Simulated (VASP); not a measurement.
# AlPt (Pm-3m) in VASP: notebook

The runs below take AlPt through single point, with r2SCAN.

Program: VASP 6.6.1. These are calculated values, not measurements. Logs are shortened: lines on timing, memory, paths and dates and some standing lists are left out, and cuts for length are marked.

### 1 The cell of the first run

The structure is cubic, space group Pm-3m (No. 221). The conventional cell has a = 3.003 Å, b = 3.003 Å, c = 3.003 Å, α = 90.00°, β = 90.00°, γ = 90.00°. Al (site symmetry m-3m) has 8 Pt at 2.60 Å and 6 Al at 3.00 Å within 3.4 Å. Pt (site symmetry m-3m) has 8 Al at 2.60 Å and 6 Pt at 3.00 Å within 3.4 Å.

### 2 Single point, r2SCAN (13.55 Å³/atom)

Contents of POSCAR:

```
AlPt
1.0
    3.0034999605      0.0000000000      0.0000000000
    0.0000000000      3.0034999605      0.0000000000
    0.0000000000      0.0000000000      3.0034999605
Al Pt
1 1
Direct
    0.0000000000      0.0000000000      0.0000000000
    0.5000000000      0.5000000000      0.5000000000
```

Contents of INCAR.step1:

```
  PREC = Accurate
  ENCUT = 520
  ISMEAR = 0
  SIGMA = 0.1
  LREAL = False
  LASPH = True
  NELM = 60
  NBANDS = 14
  GGA = PE
  ALGO = Normal
  EDIFF = 1E-4
  LWAVE = True
  LCHARG = False
```

Contents of INCAR.step2:

```
  PREC = Accurate
  ENCUT = 520
  EDIFF = 1E-6
  ISMEAR = 0
  SIGMA = 0.1
  LREAL = False
  LASPH = True
  NELM = 60
  ALGO = Normal
  ISIF = 2
  LWAVE = False
  LCHARG = False
  METAGGA = R2SCAN
  LMIXTAU = True
  NBANDS = 14
  ISTART = 1
```

Contents of KPOINTS:

```
Automatic mesh
0
Gamma
  14 14 14
```

Potentials or basis: VASP PAW PBE potentials, release 64 (Al, Pt).

Run with:

```
cat potpaw_PBE.64/Al/POTCAR potpaw_PBE.64/Pt/POTCAR > POTCAR
cp INCAR.step1 INCAR
mpirun -np 1 vasp_std > vasp.out
cp INCAR.step2 INCAR
mpirun -np 1 vasp_std > vasp.out
```

OUTCAR:

```text
PREC = Accurate
   ENCUT = 520
   EDIFF = 1E-6
   ISMEAR = 0
   LREAL = False
   LASPH = True
   NELM = 60
   ISIF = 2
   METAGGA = R2SCAN
   ISTART = 1

 ion  position               nearest neighbor table
   1  0.000  0.000  0.000-   2 2.60   2 2.60   2 2.60   2 2.60   2 2.60   2 2.60   2 2.60   2 2.60

   2  0.500  0.500  0.500-   1 2.60   1 2.60   1 2.60   1 2.60   1 2.60   1 2.60   1 2.60   1 2.60

  LATTYP: Found a simple cubic cell.
 ALAT       =     3.0034999605

  Lattice vectors:

 A1 = (   3.0034999605,   0.0000000000,   0.0000000000)
 A2 = (   0.0000000000,   3.0034999605,   0.0000000000)
 A3 = (   0.0000000000,   0.0000000000,   3.0034999605)

Analysis of symmetry for initial positions (statically):
=====================================================================
 Subroutine PRICEL returns:
 Original cell was already a primitive cell.

 Routine SETGRP: Setting up the symmetry group for a
 simple cubic supercell.

 Subroutine GETGRP returns: Found 48 space group operations
 (whereof 48 operations were pure point group operations)
 out of a pool of 48 trial point group operations.

The static configuration has the point symmetry O_h .

Analysis of symmetry for dynamics (positions and initial velocities):
=====================================================================
 Subroutine PRICEL returns:
 Original cell was already a primitive cell.

 Routine SETGRP: Setting up the symmetry group for a
 simple cubic supercell.

 Subroutine GETGRP returns: Found 48 space group operations
 (whereof 48 operations were pure point group operations)
 out of a pool of 48 trial point group operations.

The dynamic configuration has the point symmetry O_h .

 Subroutine INISYM returns: Found 48 space group operations
 (whereof 48 operations are pure point group operations),
 and found     1 'primitive' translations

----------------------------------------------------------------------------------------

                                     Primitive cell

  volume of cell :      27.0946

  direct lattice vectors                    reciprocal lattice vectors
     3.003499961  0.000000000  0.000000000     0.332944902  0.000000000  0.000000000
     0.000000000  3.003499961  0.000000000     0.000000000  0.332944902  0.000000000
     0.000000000  0.000000000  3.003499961     0.000000000  0.000000000  0.332944902

  length of vectors
     3.003499961  3.003499961  3.003499961     0.332944902  0.332944902  0.332944902

  position of ions in fractional coordinates (direct lattice)
     0.000000000  0.000000000  0.000000000
     0.500000000  0.500000000  0.500000000

  ion indices of the primitive-cell ions
   primitive index   ion index
                 1           1
                 2           2

----------------------------------------------------------------------------------------

 KPOINTS: Automatic mesh

Automatic generation of k-mesh.
 Grid dimensions read from file:
 generate k-points for:   14   14   14

 Generating k-lattice:

  Cartesian coordinates                     Fractional coordinates (reciprocal lattice)
     0.023781779  0.000000000  0.000000000     0.071428571  0.000000000  0.000000000
     0.000000000  0.023781779  0.000000000     0.000000000  0.071428571  0.000000000
     0.000000000  0.000000000  0.023781779     0.000000000  0.000000000  0.071428571

  Length of vectors
     0.023781779  0.023781779  0.023781779

  Shift w.r.t. Gamma in fractional coordinates (k-lattice)
     0.000000000  0.000000000  0.000000000

 Subroutine IBZKPT returns following result:
 ===========================================

 Found    120 irreducible k-points:

 Following reciprocal coordinates:
            Coordinates               Weight
  0.000000  0.000000  0.000000      1.000000
  0.071429  0.000000  0.000000      6.000000
  0.142857  0.000000  0.000000      6.000000
  0.214286  0.000000  0.000000      6.000000
  0.285714  0.000000  0.000000      6.000000
  0.357143  0.000000  0.000000      6.000000
[... 16 lines left out ...]
  0.285714  0.214286  0.000000     24.000000
  0.357143  0.214286  0.000000     24.000000
 [... further k-points ...]
   k-points           NKPTS =    120   k-points in BZ     NKDIM =    120   number of bands    NBANDS=     14
   number of dos      NEDOS =    301   number of ions     NIONS =      2
   total plane-waves  NPLWV =  13824
   dimension x,y,z NGX =    24 NGY =   24 NGZ =   24
   dimension x,y,z NGXF=    48 NGYF=   48 NGZF=   48
   ions per type =               1   1
   NGX,Y,Z   is equivalent  to a cutoff of  13.28, 13.28, 13.28 a.u.
   NGXF,Y,Z  is equivalent  to a cutoff of  26.57, 26.57, 26.57 a.u.
 SYSTEM =  unknown system
   PREC   = accura    normal or accurate (medium, high low for compatibility)
   ISTART =      1    job   : 0-new  1-cont  2-samecut
   ICHARG =      0    charge: 1-file 2-atom 10-const
   ISPIN  =      1    spin polarized calculation?
   LNONCOLLINEAR =      F non collinear calculations
   LSORBIT =      F    spin-orbit coupling
   LASPH  =      T    aspherical Exc in radial PAW
   ENCUT  =  520.0 eV  38.22 Ry    6.18 a.u.   5.58  5.58  5.58*2*pi/ulx,y,z
   NELM   =     60;   NELMIN=  2; NELMDL=  0     # of ELM steps
   EDIFF  = 0.1E-05   stopping-criterion for ELM
   LREAL  =      F    real-space projection
[... 7 lines left out ...]
   TEBEG  =    0.0;   TEEND  =   0.0 temperature during run
   PSTRESS=    0.0 pullay stress
   NELECT =      13.0000    total number of electrons
   NUPDOWN=      -1.0000    fix difference up-down
   EMIN   =  10.00;   EMAX   =-10.00  energy-range for DOS
   EFERMI =   0.00;   METHOD = LEGACY
   ISMEAR =     0;   SIGMA  =   0.10  broadening in eV -4-tet -1-fermi 0-gaus
   EFERMI_NEDOS =   21; number of points for ismear=-14 and -15
   IALGO  =     38    algorithm
   IMIX   =      4    mixing-type and parameters
     AMIX     =   0.40;   BMIX     =  1.00
     AMIX_MAG =   1.60;   BMIX_MAG =  1.00
  volume/ion in A,a.u.               =      13.55        91.42
  Fermi-wavevector in a.u.,A,eV,Ry     =   1.281627  2.421924 22.348492  1.642568
  Thomas-Fermi vector in A             =   2.413986
   LORBIT       =      0    0 simple, 1 ext, 2 COOP (PROOUT), +10 PAW based schemes
   METAGGA = R2SCAN    functional components
   LHFCALC =     F    Hartree Fock is set to
   AEXX    =    0.0000 exact exchange contribution
   IVDW    =     0    specifies the selected vdW correction
   LEPSILON=     F    determine dielectric tensor
   LRPA    =     F    only Hartree local field effects (RPA)
 non-spin polarized calculation
 Gauss-broadening in eV      SIGMA  =   0.10
  energy-cutoff  :      520.00
  volume of cell :       27.09
 maximum number of plane-waves:       742
 NGX is ok and might be reduce to    24
   NGX = 11   NGY = 11   NGZ = 11

 number of electron      13.0000004 magnetization

 Free energy of the ion-electron system (eV)
  ---------------------------------------------------
  ext. energy  EPLUGINS =         0.00000000
  ---------------------------------------------------
  free energy    TOTEN  =       -60.15844093 eV

  energy without entropy =      -60.15442688  energy(sigma->0) =      -60.15643391

 E-fermi :  12.0811     XC(G=0): -13.6093

 val. band max:       12.0595937490   @ k =   0.3571   0.1429   0.1429
 cond. band min:      12.1049592656   @ k =   0.5000   0.4286   0.3571
 fundamental gap:      0.0453655166
 Fermi energy:        12.0811494386

 k-point     1 :       0.0000    0.0000    0.0000
  band No.  band energies     occupation
      1      -0.9569      2.00000
      2       5.4588      2.00000
      3       5.4588      2.00000
      4       9.0368      2.00000
      5       9.0368      2.00000
      6       9.0368      2.00000
      7      16.3741      0.00000
      8      16.3741      0.00000
      9      16.3741      0.00000
     10      21.7911      0.00000
     11      21.7911      0.00000
     12      23.9792      0.00000
     13      31.0487      0.00000
     14      31.0487      0.00000

 k-point     2 :       0.0714    0.0000    0.0000
  band No.  band energies     occupation
      1      -0.8510      2.00000
      2       5.4907      2.00000
      3       5.5007      2.00000
      4       8.9261      2.00000
      5       8.9261      2.00000
      6       9.0483      2.00000
      7      15.7710      0.00000
      8      16.5693      0.00000
      9      16.5693      0.00000
     10      21.5622      0.00000
     11      22.1720      0.00000
     12      24.4104      0.00000
     13      30.6855      0.00000
     14      30.6855      0.00000

 k-point     3 :       0.1429    0.0000    0.0000
  band No.  band energies     occupation
      1      -0.5379      2.00000
      2       5.5821      2.00000
      3       5.6035      2.00000
      4       8.6380      2.00000
      5       8.6380      2.00000
      6       9.0806      2.00000
      7      14.5034      0.00000
      8      17.1093      0.00000
      9      17.1093      0.00000
     10      20.9670      0.00000
     11      22.6758      0.00000
     12      25.8022      0.00000
     13      29.6644      0.00000
     14      29.6644      0.00000

 k-point     4 :       0.2143    0.0000    0.0000
  band No.  band energies     occupation
      1      -0.0327      2.00000
      2       5.6918      2.00000
      3       5.7193      2.00000
      4       8.2673      2.00000
      5       8.2673      2.00000
      6       9.1277      2.00000
      7      13.1843      0.00000
      8      17.8963      0.00000
      9      17.8963      0.00000
     10      20.1952      0.00000
     11      23.0191      0.00000
     12      27.7921      0.00000
     13      28.3302      0.00000
     14      28.3302      0.00000

 k-point     5 :       0.2857    0.0000    0.0000
  band No.  band energies     occupation
      1       0.6388      2.00000
      2       5.6330      2.00000
      3       5.8794      2.00000
      4       7.9024      2.00000
      5       7.9024      2.00000
      6       9.1807      2.00000
      7      12.1150      0.63196
      8      18.8346      0.00000
      9      18.8346      0.00000
     10      19.4223      0.00000
     11      23.3281      0.00000
[... 276 lines left out ...]
 k-point    22 :       0.2143    0.2143    0.0000
  band No.  band energies     occupation
      1       0.8478      2.00000
      2       5.7585      2.00000
      3       6.1872      2.00000
      4       7.4669      2.00000
      5       8.2887      2.00000
      6       8.4981      2.00000
      7      13.8621      0.00000
      8      14.8645      0.00000
      9      19.3781      0.00000
     10      20.3870      0.00000
     11      25.6546      0.00000
     12      25.6772      0.00000
     13      27.3095      0.00000
     14      28.8489      0.00000

 k-point    23 :       0.2857    0.2143    0.0000
  band No.  band energies     occupation
      1       1.4766      2.00000
      2       5.5911      2.00000
      3       6.3937      2.00000
      4       7.3362      2.00000
      5       8.0157      2.00000
      6       8.4870      2.00000
      7      12.8807      0.00000
      8      15.2800      0.00000
      9      19.8909      0.00000
     10      20.2806      0.00000
     11      24.5089      0.00000
     12      26.2625      0.00000
     13      26.5119      0.00000
     14      29.2895      0.00000

 k-point    24 :       0.3571    0.2143    0.0000
  band No.  band energies     occupation
      1       2.2145      2.00000
      2       5.1655      2.00000
      3       6.5352      2.00000
      4       7.4586      2.00000
      5       7.7371      2.00000
      6       8.5385      2.00000
      7      11.9223      1.97537
      8      16.0043      0.00000
      9      19.2557      0.00000
     10      21.2401      0.00000
     11      23.3890      0.00000
     12      25.2036      0.00000
     13      27.1482      0.00000
     14      28.7522      0.00000

 [... further k-points ...]
[... 5 lines left out ...]
  --------------------------------------------------------------------------------------
  -------------------------------------------------------------------------------------
  Total        2.4454441      2.4454441      2.4454441      0.0000000     -0.0000000     -0.0000000
  in kB      144.6057039    144.6057039    144.6057039      0.0000000     -0.0000000     -0.0000000
  external PRESSURE =     144.6057039 kB  Pullay stress =       0.0000000 kB

 VOLUME and BASIS-vectors are now :
 -----------------------------------------------------------------------------
  energy-cutoff  :      520.00
  volume of cell :       27.09
      direct lattice vectors                 reciprocal lattice vectors
     3.003499961  0.000000000  0.000000000     0.332944902  0.000000000  0.000000000
     0.000000000  3.003499961  0.000000000     0.000000000  0.332944902  0.000000000
     0.000000000  0.000000000  3.003499961     0.000000000  0.000000000  0.332944902

 POSITION                                       TOTAL-FORCE (eV/Angst)
 -----------------------------------------------------------------------------------
      0.00000      0.00000      0.00000         0.000000      0.000000      0.000000
      1.50175      1.50175      1.50175         0.000000      0.000000      0.000000
 -----------------------------------------------------------------------------------
    total drift:                                0.000000     -0.000000     -0.000000

  FREE ENERGIE OF THE ION-ELECTRON SYSTEM (eV)
  ---------------------------------------------------
  free  energy   TOTEN  =       -60.1584409309 eV

  energy  without entropy=      -60.1544268803  energy(sigma->0) =      -60.15643391
```

Wall time 38 s (1 thread of Intel Xeon 6975P-C (Granite Rapids), shared host); peak memory 0.17 GiB.

What came out:

```
Free energy            : -60.1584 eV
Pressure               : 14.5 GPa
Band gap on the k mesh : zero (an odd number of electrons rules out a gap without spin polarisation)
```

Caveat: the cell stands under pressure; the PAW data sets were made with another functional, which shifts forces and pressure a little; spin-orbit coupling is left out, which moves the levels of the heavy elements.

### 3 Single point, r2SCAN (13.98 Å³/atom)

This run uses another cell than the first one, of 13.98 Å³/atom.

Contents of POSCAR:

```
AlPt
1.0
    3.0351180730      0.0000000000      0.0000000000
    0.0000000000      3.0351180730      0.0000000000
    0.0000000000      0.0000000000      3.0351180730
Al Pt
1 1
Direct
    0.0000000000      0.0000000000      0.0000000000
    0.5000000000      0.5000000000      0.5000000000
```

Contents of INCAR.step1:

```
ALGO     = Normal         # electronic algorithm
EDIFF    = 1E-4           # SCF threshold, eV
ENCUT    = 520            # plane-wave cutoff, eV
GGA      = PE             # functional
ISMEAR   = 0              # smearing method
LASPH    = T              # aspherical terms in the spheres
LCHARG   = F              # write CHGCAR
LREAL    = F              # projectors in reciprocal space
LWAVE    = T              # write WAVECAR
NBANDS   = 14             # bands
NELM     = 80             # most SCF steps
PREC     = Accurate       # precision mode
SIGMA    = 0.1            # smearing width, eV
```

Contents of INCAR.step2:

```
ALGO     = Normal         # electronic algorithm
EDIFF    = 1E-6           # SCF threshold, eV
ENCUT    = 520            # plane-wave cutoff, eV
ISIF     = 2              # what is computed and relaxed
ISMEAR   = 0              # smearing method
ISTART   = 1            
LASPH    = T              # aspherical terms in the spheres
LCHARG   = F              # write CHGCAR
LMIXTAU  = T            
LREAL    = F              # projectors in reciprocal space
LWAVE    = F              # write WAVECAR
METAGGA  = R2SCAN         # meta-GGA
NBANDS   = 14             # bands
NELM     = 80             # most SCF steps
PREC     = Accurate       # precision mode
SIGMA    = 0.1            # smearing width, eV
```

Contents of KPOINTS:

```
k-points
0
Gamma
  14 14 14
```

Potentials or basis: VASP PAW PBE potentials, release 64 (Al, Pt).

Run with:

```
cat potpaw_PBE.64/Al/POTCAR potpaw_PBE.64/Pt/POTCAR > POTCAR
cp INCAR.step1 INCAR
mpirun -np 1 vasp_std > vasp.out
cp INCAR.step2 INCAR
mpirun -np 1 vasp_std > vasp.out
```

Wall time 36 s (1 thread of Intel Xeon 6975P-C (Granite Rapids), shared host); peak memory 0.17 GiB.

The run converged. Its results:

| Property | Result |
| --- | --- |
| Free energy | -60.2144 eV |
| Pressure | 6.5 GPa |
| Band gap on the k mesh | zero (an odd number of electrons rules out a gap without spin polarisation) |

Levels at points of the mesh, in eV from the Fermi level:
```csv
k point,band 3,band 4,band 5,band 6,band 7,band 8,band 9,band 10,band 11,band 12
"(0.00, 0.00, 0.00)",-6.33,-2.93,-2.93,-2.93,4.25,4.25,4.25,9.61,9.61,11.43
"(0.50, 0.00, 0.00)",-5.64,-4.55,-4.55,-2.71,-0.97,6.24,9.15,9.15,11.49,11.49
"(0.50, 0.50, 0.00)",-4.18,-4.18,-3.55,-3.55,-1.55,1.16,4.20,9.47,13.09,13.09
"(0.50, 0.50, 0.50)",-7.25,-1.46,-1.46,1.35,1.77,1.77,1.77,5.57,6.69,6.69
```

Caveat: the cell stands under pressure; the PAW data sets were made with another functional, which shifts forces and pressure a little; spin-orbit coupling is left out, which moves the levels of the heavy elements.

(Part 1 of 2 ends here.)
